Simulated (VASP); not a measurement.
# W (Im-3m) in VASP: further runs

W is run at these levels: PBEsol; tasks: single point, relaxation of cell and atoms.

Program: VASP 6.6.1. These are calculated values, not measurements. Logs are shortened: lines on timing, memory, paths and dates and some standing lists are left out, and cuts for length are marked.

### Step 1. The cell of the first run

It takes space group Im-3m (No. 229, cubic). Conventional cell: a = 3.154 Å, b = 3.154 Å, c = 3.154 Å, α = 90.00°, β = 90.00°, γ = 90.00°. Within 3.6 Å of W (site symmetry m-3m) lie 14 W at 2.73 to 3.15 Å.

### Step 2. Single point, PBEsol

INCAR

```
ALGO     = Normal         # electronic algorithm
EDIFF    = 1E-6           # SCF threshold, eV
ENCUT    = 520            # plane-wave cutoff, eV
GGA      = PS             # functional
ISIF     = 2              # what is computed and relaxed
ISMEAR   = 0              # smearing method
LASPH    = True           # aspherical terms in the spheres
LCHARG   = True           # write CHGCAR
LELF     = True           # ELF
LREAL    = False          # projectors in reciprocal space
LVHAR    = True         
LWAVE    = False          # write WAVECAR
NBANDS   = 13             # bands
NELM     = 100            # most SCF steps
PREC     = Accurate       # precision mode
SIGMA    = 0.1            # smearing width, eV
```

KPOINTS

```
k-points
0
Gamma
  18 18 18
```

POSCAR

```
W
1.0
   -1.5771522831      1.5771522831      1.5771522831
    1.5771522831     -1.5771522831      1.5771522831
    1.5771522831      1.5771522831     -1.5771522831
W
1
Direct
    0.0000000000      0.0000000000      0.0000000000
```

Potentials or basis: VASP PAW PBE potentials, release 64 (W_sv).

Launch:

```console
$ cat potpaw_PBE.64/W_sv/POTCAR > POTCAR
$ mpirun -np 1 vasp_std > vasp.out
```

OUTCAR:

```text
EDIFF = 1E-6
   ENCUT = 520
   GGA = PS
   ISIF = 2
   ISMEAR = 0
   LASPH = True
   LREAL = False
   NELM = 100
   PREC = Accurate

 ion  position               nearest neighbor table
   1  0.000  0.000  0.000-

  LATTYP: Found a body centered cubic cell.
 ALAT       =     3.1543045662

  Lattice vectors:

 A1 = (  -1.5771522831,   1.5771522831,   1.5771522831)
 A2 = (   1.5771522831,  -1.5771522831,   1.5771522831)
 A3 = (   1.5771522831,   1.5771522831,  -1.5771522831)

Analysis of symmetry for initial positions (statically):
=====================================================================
 Subroutine PRICEL returns:
 Original cell was already a primitive cell.

 Routine SETGRP: Setting up the symmetry group for a
 body centered cubic supercell.

 Subroutine GETGRP returns: Found 48 space group operations
 (whereof 48 operations were pure point group operations)
 out of a pool of 48 trial point group operations.

The static configuration has the point symmetry O_h .

Analysis of symmetry for dynamics (positions and initial velocities):
=====================================================================
 Subroutine PRICEL returns:
 Original cell was already a primitive cell.

 Routine SETGRP: Setting up the symmetry group for a
 body centered cubic supercell.

 Subroutine GETGRP returns: Found 48 space group operations
 (whereof 48 operations were pure point group operations)
 out of a pool of 48 trial point group operations.

The dynamic configuration has the point symmetry O_h .

 Subroutine INISYM returns: Found 48 space group operations
 (whereof 48 operations are pure point group operations),
 and found     1 'primitive' translations

----------------------------------------------------------------------------------------

                                     Primitive cell

  volume of cell :      15.6921

  direct lattice vectors                    reciprocal lattice vectors
    -1.577152283  1.577152283  1.577152283     0.000000000  0.317027091  0.317027091
     1.577152283 -1.577152283  1.577152283     0.317027091  0.000000000  0.317027091
     1.577152283  1.577152283 -1.577152283     0.317027091  0.317027091  0.000000000

  length of vectors
     2.731707886  2.731707886  2.731707886     0.448344011  0.448344011  0.448344011

  position of ions in fractional coordinates (direct lattice)
     0.000000000  0.000000000  0.000000000

  ion indices of the primitive-cell ions
   primitive index   ion index
                 1           1

----------------------------------------------------------------------------------------

 KPOINTS: k-points

Automatic generation of k-mesh.
 Grid dimensions read from file:
 generate k-points for:   18   18   18

 Generating k-lattice:

  Cartesian coordinates                     Fractional coordinates (reciprocal lattice)
     0.000000000  0.017612616  0.017612616     0.055555556  0.000000000  0.000000000
     0.017612616  0.000000000  0.017612616     0.000000000  0.055555556  0.000000000
     0.017612616  0.017612616  0.000000000     0.000000000  0.000000000  0.055555556

  Length of vectors
     0.024908001  0.024908001  0.024908001

  Shift w.r.t. Gamma in fractional coordinates (k-lattice)
     0.000000000  0.000000000  0.000000000

 Subroutine IBZKPT returns following result:
 ===========================================

 Found    195 irreducible k-points:

 Following reciprocal coordinates:
            Coordinates               Weight
  0.000000  0.000000  0.000000      1.000000
  0.055556  0.000000  0.000000     12.000000
  0.111111  0.000000  0.000000     12.000000
  0.166667  0.000000  0.000000     12.000000
  0.222222  0.000000  0.000000     12.000000
  0.277778  0.000000  0.000000     12.000000
[... 16 lines left out ...]
  0.333333  0.111111  0.000000     48.000000
  0.388889  0.111111  0.000000     48.000000
 [... further k-points ...]
   k-points           NKPTS =    195   k-points in BZ     NKDIM =    195   number of bands    NBANDS=     13
   number of dos      NEDOS =    301   number of ions     NIONS =      1
   total plane-waves  NPLWV =   8000
   dimension x,y,z NGX =    20 NGY =   20 NGZ =   20
   dimension x,y,z NGXF=    40 NGYF=   40 NGZF=   40
   ions per type =               1
   NGX,Y,Z   is equivalent  to a cutoff of  12.17, 12.17, 12.17 a.u.
   NGXF,Y,Z  is equivalent  to a cutoff of  24.34, 24.34, 24.34 a.u.
 SYSTEM =  unknown system
   PREC   = accura    normal or accurate (medium, high low for compatibility)
   ISTART =      0    job   : 0-new  1-cont  2-samecut
   ICHARG =      2    charge: 1-file 2-atom 10-const
   ISPIN  =      1    spin polarized calculation?
   LNONCOLLINEAR =      F non collinear calculations
   LSORBIT =      F    spin-orbit coupling
   LASPH  =      T    aspherical Exc in radial PAW
   ENCUT  =  520.0 eV  38.22 Ry    6.18 a.u.   5.08  5.08  5.08*2*pi/ulx,y,z
   NELM   =    100;   NELMIN=  2; NELMDL= -5     # of ELM steps
   EDIFF  = 0.1E-05   stopping-criterion for ELM
   LREAL  =      F    real-space projection
   EDIFFG = 0.1E-04   stopping-criterion for IOM
   NSW    =      0    number of steps for IOM
   IBRION =     -1    ionic relax: 0-MD 1-quasi-New 2-CG
   NFREE  =      0    steps in history (QN), initial steepest desc. (CG)
   ISIF   =      2    stress and relaxation
   ISYM   =      2    0-nonsym 1-usesym 2-fastsym
   POTIM  = 0.5000    time-step for ionic-motion
   TEBEG  =    0.0;   TEEND  =   0.0 temperature during run
   PSTRESS=    0.0 pullay stress
   NELECT =      14.0000    total number of electrons
   NUPDOWN=      -1.0000    fix difference up-down
   EMIN   =  10.00;   EMAX   =-10.00  energy-range for DOS
   EFERMI =   0.00;   METHOD = LEGACY
   ISMEAR =     0;   SIGMA  =   0.10  broadening in eV -4-tet -1-fermi 0-gaus
   EFERMI_NEDOS =   21; number of points for ismear=-14 and -15
   IALGO  =     38    algorithm
   IMIX   =      4    mixing-type and parameters
     AMIX     =   0.40;   BMIX     =  1.00
     AMIX_MAG =   1.60;   BMIX_MAG =  1.00
  volume/ion in A,a.u.               =      15.69       105.90
  Fermi-wavevector in a.u.,A,eV,Ry     =   1.576004  2.978215 33.793980  2.483787
  Thomas-Fermi vector in A             =   2.676902
   LORBIT       =      0    0 simple, 1 ext, 2 COOP (PROOUT), +10 PAW based schemes
   GGA     = PS    functional components
   LHFCALC =     F    Hartree Fock is set to
   AEXX    =    0.0000 exact exchange contribution
   IVDW    =     0    specifies the selected vdW correction
   LEPSILON=     F    determine dielectric tensor
   LRPA    =     F    only Hartree local field effects (RPA)
 non-spin polarized calculation
 Gauss-broadening in eV      SIGMA  =   0.10
  energy-cutoff  :      520.00
  volume of cell :       15.69
 maximum number of plane-waves:       434
   NGX = 11   NGY = 11   NGZ = 11

 number of electron      14.0000005 magnetization

 Free energy of the ion-electron system (eV)
  ---------------------------------------------------
  ext. energy  EPLUGINS =         0.00000000
  ---------------------------------------------------
  free energy    TOTEN  =       -13.80151575 eV

  energy without entropy =      -13.79808263  energy(sigma->0) =      -13.79979919

 E-fermi :  11.4135     XC(G=0): -13.8182

 val. band max:       11.4049821800   @ k =  -0.1667   0.1667   0.0556
 cond. band min:      11.4143838749   @ k =  -0.2778   0.3333   0.2222
 fundamental gap:      0.0094016948
 Fermi energy:        11.4134973619

 k-point     1 :       0.0000    0.0000    0.0000
  band No.  band energies     occupation
      1     -62.7093      2.00000
      2     -26.2520      2.00000
      3     -26.2520      2.00000
      4     -26.2520      2.00000
      5       1.7122      2.00000
      6      10.1707      2.00000
      7      10.1707      2.00000
      8      10.1707      2.00000
      9      13.6821      0.00000
     10      13.6821      0.00000
     11      25.9860      0.00000
     12      25.9860      0.00000
     13      25.9860      0.00000

 k-point     2 :       0.0556    0.0000    0.0000
  band No.  band energies     occupation
      1     -62.7050      2.00000
      2     -26.2958      2.00000
      3     -26.2656      2.00000
      4     -26.2522      2.00000
      5       1.8644      2.00000
      6      10.0775      2.00000
      7      10.1502      2.00000
      8      10.3175      2.00000
      9      13.5309      0.00000
     10      13.6828      0.00000
     11      26.1176      0.00000
     12      26.2442      0.00000
     13      26.3657      0.00000

 k-point     3 :       0.1111    0.0000    0.0000
  band No.  band energies     occupation
      1     -62.6929      2.00000
      2     -26.4206      2.00000
      3     -26.3045      2.00000
      4     -26.2529      2.00000
      5       2.3036      2.00000
      6       9.8201      2.00000
      7      10.0605      2.00000
      8      10.7528      2.00000
      9      13.2085      0.00000
     10      13.6924      0.00000
     11      26.4496      0.00000
     12      26.9950      0.00000
     13      27.3375      0.00000

 k-point     4 :       0.1667    0.0000    0.0000
  band No.  band energies     occupation
      1     -62.6742      2.00000
      2     -26.6080      2.00000
      3     -26.3638      2.00000
      4     -26.2539      2.00000
      5       2.9739      2.00000
      6       9.4534      2.00000
      7       9.8580      2.00000
      8      11.4621      0.49151
      9      12.9750      0.00000
     10      13.7294      0.00000
     11      26.7489      0.00000
     12      28.1784      0.00000
     13      28.3922      0.00000

 k-point     5 :       0.2222    0.0000    0.0000
  band No.  band energies     occupation
      1     -62.6513      2.00000
      2     -26.8319      2.00000
      3     -26.4356      2.00000
      4     -26.2552      2.00000
      5       3.7659      2.00000
      6       9.0413      2.00000
      7       9.6105      2.00000
      8      12.4193      0.00000
      9      12.9765      0.00000
     10      13.8130      0.00000
     11      26.5886      0.00000
     12      28.5605      0.00000
     13      29.7203      0.00000
[... 257 lines left out ...]
 k-point    22 :       0.2778    0.1111    0.0000
  band No.  band energies     occupation
      1     -62.5975      2.00000
      2     -27.2733      2.00000
      3     -26.6082      2.00000
      4     -26.3149      2.00000
      5       5.3732      2.00000
      6       8.3329      2.00000
      7       9.4257      2.00000
      8      13.0873      0.00000
      9      14.4292      0.00000
     10      15.5709      0.00000
     11      24.7492      0.00000
     12      26.2511      0.00000
     13      30.7419      0.00000

 k-point    23 :       0.3333    0.1111    0.0000
  band No.  band energies     occupation
      1     -62.5798      2.00000
      2     -27.4159      2.00000
      3     -26.6775      2.00000
      4     -26.3176      2.00000
      5       5.5252      2.00000
      6       8.0993      2.00000
      7      10.1074      2.00000
      8      13.3788      0.00000
      9      14.5766      0.00000
     10      16.8927      0.00000
     11      23.5612      0.00000
     12      24.8782      0.00000
     13      29.4246      0.00000

 k-point    24 :       0.3889    0.1111    0.0000
  band No.  band energies     occupation
      1     -62.5682      2.00000
      2     -27.5074      2.00000
      3     -26.7227      2.00000
      4     -26.3192      2.00000
      5       5.5139      2.00000
      6       7.9561      2.00000
      7      10.8532      2.00000
      8      13.4631      0.00000
      9      14.8148      0.00000
     10      17.9578      0.00000
     11      22.4766      0.00000
     12      24.0572      0.00000
     13      28.3967      0.00000

 [... further k-points ...]

------------------------ aborting loop because EDIFF is reached ----------------------------------------

  FORCE on cell =-STRESS in cart. coord.  units (eV):
  Direction    XX          YY          ZZ          XY          YZ          ZX
  --------------------------------------------------------------------------------------
  -------------------------------------------------------------------------------------
  Total        0.0645014      0.0645014      0.0645014      0.0000000      0.0000000     -0.0000000
  in kB        6.5856517      6.5856517      6.5856517      0.0000000      0.0000000     -0.0000000
  external PRESSURE =       6.5856517 kB  Pullay stress =       0.0000000 kB

 VOLUME and BASIS-vectors are now :
 -----------------------------------------------------------------------------
  energy-cutoff  :      520.00
  volume of cell :       15.69
      direct lattice vectors                 reciprocal lattice vectors
    -1.577152283  1.577152283  1.577152283     0.000000000  0.317027091  0.317027091
     1.577152283 -1.577152283  1.577152283     0.317027091  0.000000000  0.317027091
     1.577152283  1.577152283 -1.577152283     0.317027091  0.317027091  0.000000000

 POSITION                                       TOTAL-FORCE (eV/Angst)
 -----------------------------------------------------------------------------------
      0.00000      0.00000      0.00000        -0.000000      0.000000      0.000000
 -----------------------------------------------------------------------------------
    total drift:                                0.000000     -0.000000      0.000000

  FREE ENERGIE OF THE ION-ELECTRON SYSTEM (eV)
  ---------------------------------------------------
  free  energy   TOTEN  =       -13.8015157505 eV

  energy  without entropy=      -13.7980826322  energy(sigma->0) =      -13.79979919
```

Run time: 11 s. Hardware: 1 thread of Intel Xeon 6975P-C (Granite Rapids), shared host; peak memory 0.15 GiB.

What came out:

| Property | Result |
| --- | --- |
| Free energy | -13.8015 eV |
| Pressure | 0.7 GPa |
| Band gap on the k mesh | zero (band 7 reaches 16.67 eV, above the bottom of band 8 at 10.17 eV) |

Caveat: the PAW data sets were made with another functional, which shifts forces and pressure a little; spin-orbit coupling is left out, which moves the levels of the heavy elements.

### Step 3. Relaxation of cell and atoms, PBEsol

This run uses another cell than the first one, of 16.13 Å³/atom, 1.028 times its volume.

INCAR

```
  PREC = Accurate
  ENCUT = 600
  EDIFF = 1E-7
  ISMEAR = 0
  SIGMA = 0.1
  LREAL = False
  LASPH = True
  NELM = 60
  ALGO = Fast
  ISIF = 3
  LWAVE = False
  LCHARG = False
  GGA = PS
  IBRION = 2
  NSW = 70
  EDIFFG = -0.005
```

KPOINTS

```
Automatic mesh
0
Gamma
  18 18 18
```

POSCAR

```
W
1.0
   -1.5917776927      1.5917776927      1.5917776927
    1.5917776927     -1.5917776927      1.5917776927
    1.5917776927      1.5917776927     -1.5917776927
W
1
Direct
    0.0000000000      0.0000000000      0.0000000000
```

Potentials or basis: VASP PAW PBE potentials, release 64 (W_sv).

Launch:

```console
$ cat potpaw_PBE.64/W_sv/POTCAR > POTCAR
$ mpirun -np 1 vasp_std > vasp.out
```

It took 60 s on 1 thread of Intel Xeon 6975P-C (Granite Rapids), shared host; peak memory 0.18 GiB.

It converged, with:

```
Free energy                            : -13.8018 eV
Relaxed volume                         : 15.73 Å³/atom
Relaxed cell                           : a = 2.734 Å, b = 2.734 Å, c = 2.734 Å, α = 109.47°, β = 109.47°, γ = 109.47°
Space group after relaxing (to 0.05 Å) : Im-3m (No. 229)
Energy gained by relaxing              : 10.3 meV/atom
Ionic steps                            : 7
Pressure after relaxing                : 0.0 GPa
Band gap on the k mesh                 : zero (band 7 reaches 16.63 eV, above the bottom of band 8 at 10.14 eV)
```

The path:
| step | energy change (eV) | largest force (eV/Å) | pressure (GPa) | volume (Å³) |
| --- | --- | --- | --- | --- |
| 1 | 0.0000 | 0.0000 | -7.91 | 16.13 |
| 2 | 0.1352 | 0.0000 | 36.37 | 14.34 |
| 3 | -0.0103 | 0.0000 | -0.35 | 15.74 |
| 4 | -0.0103 | 0.0000 | -0.07 | 15.73 |
| 5 | -0.0103 | 0.0000 | 0.11 | 15.72 |
| 6 | -0.0103 | 0.0000 | -0.32 | 15.74 |
| 7 | -0.0103 | 0.0000 | 0.00 | 15.73 |

Final structure:
```
W
1.0
    -1.57830    1.57830    1.57830
     1.57830   -1.57830    1.57830
     1.57830    1.57830   -1.57830
W
1
Direct
  0.00000 0.00000 0.00000
```

Levels at points of the mesh, in eV from the Fermi level:
| k point | band 3 | band 4 | band 5 | band 6 | band 7 | band 8 | band 9 | band 10 | band 11 |
| --- | --- | --- | --- | --- | --- | --- | --- | --- | --- |
| (0.00, 0.00, 0.00) | -37.67 | -37.67 | -9.69 | -1.24 | -1.24 | -1.24 | 2.26 | 2.26 | 14.57 |
| (0.50, 0.00, 0.00) | -38.10 | -37.68 | -6.33 | -3.60 | 0.73 | 2.17 | 3.15 | 6.25 | 11.53 |
| (0.50, 0.50, 0.50) | -38.60 | -38.60 | -5.91 | -5.91 | 5.25 | 5.25 | 5.25 | 8.33 | 8.33 |

Caveat: the PAW data sets were made with another functional, which shifts forces and pressure a little; spin-orbit coupling is left out, which moves the levels of the heavy elements.
